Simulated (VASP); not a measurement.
The system is Ir.

```
Ir
1.0
     2.75138    0.00000    0.00000
    -1.37569    2.38276    0.00000
     0.00000    0.00000    4.46229
Ir
2
Direct
  0.66667 0.33333 0.75000
  0.33333 0.66667 0.25000
```

| Property | Result |
| --- | --- |
| Program | VASP 6.6.1 |
| Task | relaxation of cell and atoms |
| Functional | PBEsol |
| Potentials or basis | VASP PAW PBE potentials, release 64 (Ir) |
| Cutoff | 600 eV |
| k mesh | 12 × 12 × 7 |
| Occupations | fermi-dirac, width 0.01 eV |
| Spin | no spin polarisation |

At the start: pressure -11.9 GPa; volume 14.63 Å³/atom.

Q: How do energy, volume and symmetry change on relaxing?

A: Over 9 steps the energy falls by 18.9 meV/atom and the volume is 14.14 Å³/atom (-3.3 %); space group P6_3/mmc (No. 194, to 0.05 Å).

Step by step:
| step | energy change (eV) | largest force (eV/Å) | pressure (GPa) | volume (Å³) |
| --- | --- | --- | --- | --- |
| 1 | 0.0000 | 0.0000 | -11.89 | 29.25 |
| 2 | 0.5955 | 0.0000 | 68.05 | 24.90 |
| 3 | -0.0373 | 0.0000 | -0.71 | 28.34 |
| 4 | -0.0375 | 0.0000 | -0.13 | 28.30 |
| 5 | -0.0375 | 0.0000 | 0.12 | 28.28 |
| 6 | -0.0377 | 0.0000 | 0.12 | 28.28 |
| 7 | -0.0377 | 0.0000 | 0.12 | 28.28 |
| 8 | -0.0377 | 0.0000 | -0.34 | 28.31 |
| 9 | -0.0377 | 0.0000 | 0.00 | 28.28 |

Final structure:
```cif
data_structure
_symmetry_space_group_name_H-M 'P 1'
_symmetry_Int_Tables_number 1
_cell_length_a 2.7166
_cell_length_b 2.7166
_cell_length_c 4.4254
_cell_angle_alpha 90.000
_cell_angle_beta 90.000
_cell_angle_gamma 120.000
_cell_volume 28.28
loop_
_atom_site_label
_atom_site_type_symbol
_atom_site_fract_x
_atom_site_fract_y
_atom_site_fract_z
_atom_site_occupancy
Ir1 Ir 0.66667 0.33333 0.75000 1
Ir2 Ir 0.33333 0.66667 0.25000 1
```

Caveat: the PAW data sets were made with another functional, which shifts forces and pressure a little.
